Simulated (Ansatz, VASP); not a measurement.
# BeTe in VASP and in Ansatz

File INCAR:

```
SYSTEM = BeTe
  PREC = Accurate
  ENCUT = 520
  EDIFF = 1E-6
  ISMEAR = -1
  SIGMA = 0.02
  LREAL = .False.
  LASPH = .True.
  NELM = 60
  ALGO = Normal
  ISIF = 2
  LWAVE = .False.
  LCHARG = .False.
  GGA = PE
  NBANDS = 11
```

File KPOINTS:

```
regular mesh
0
Gamma
  8 8 8
  0 0 0
```

Contents of POSCAR:

```
BeTe
1.0
    0.0000000000      2.8286236224      2.8286236224
    2.9423342920      0.0000000000      2.8286236224
    2.9423342920      2.8286236224      0.0000000000
Be Te
1 1
Direct
    0.0000000000      0.0000000000      0.0000000000
    0.2500000000      0.2500000000      0.2500000000
```

Input for Ansatz:

```yaml
crystal:
  lattice:
    - [0.0, 2.8286236224, 2.8286236224]
    - [2.942334292, 0.0, 2.8286236224]
    - [2.942334292, 2.8286236224, 0.0]
  atoms:
    - { symbol: Be, position: [0.0, 0.0, 0.0] }
    - { symbol: Te, position: [0.25, 0.25, 0.25] }
kpoints:
  mp_grid: { grid: [8, 8, 8] }
  band_path:
    path:
      - [0.0, 0.0, 0.0]
      - [-0.5, -0.5, 0.0]
      - [-0.375, -0.375, 0.25]
      - [-0.375, 0.0, 0.375]
      - [0.0, 0.0, 0.5]
      - [-0.5, -0.25, 0.25]
      - [0.5, 0.0, 0.5]
    npoints: 1
hamiltonian:
  xc: pbe
scf:
  occupations: { method: fermi_dirac, width: 0.02 }
  n_extra_bands: 4
output:
  forces: true
  stress: true
  eigenvalues: true
```

Change from the starting cell: uniaxial_x strain +4.0%.

Alike in both runs: task single point; functional PBE; k mesh 8 × 8 × 8; occupations fermi-dirac, width 0.02 eV; no spin polarisation.

|  | VASP | Ansatz |
| --- | --- | --- |
| version | VASP 6.6.1 | Ansatz 0.2.0 |
| potentials or method | VASP PAW PBE potentials, release 64 (Be, Te) | plane waves, PAW |
| plane-wave cutoff (eV) | 520 | 420 |
| valence electrons in the cell | 8 | 18 |

VASP gave:

| Item | Value |
| --- | --- |
| gap on the k mesh at the Fermi level (eV) | 1.95 |
| pressure (GPa) | -1.8 |
| traceless stress, the component that is largest in VASP (GPa) | -1.63 |

Q: Which values does Ansatz return?

A: gap on the k mesh at the Fermi level (eV): 1.96; pressure (GPa): -1.9; traceless stress, the component that is largest in VASP (GPa): -1.64.

The functional is the same, so the differences come from potentials, cutoffs and numerics. VASP's potentials hold 8 valence electrons a cell and Ansatz's 18, so a difference there can come from the potentials and not from the codes.

Neither program's run includes spin-orbit coupling.
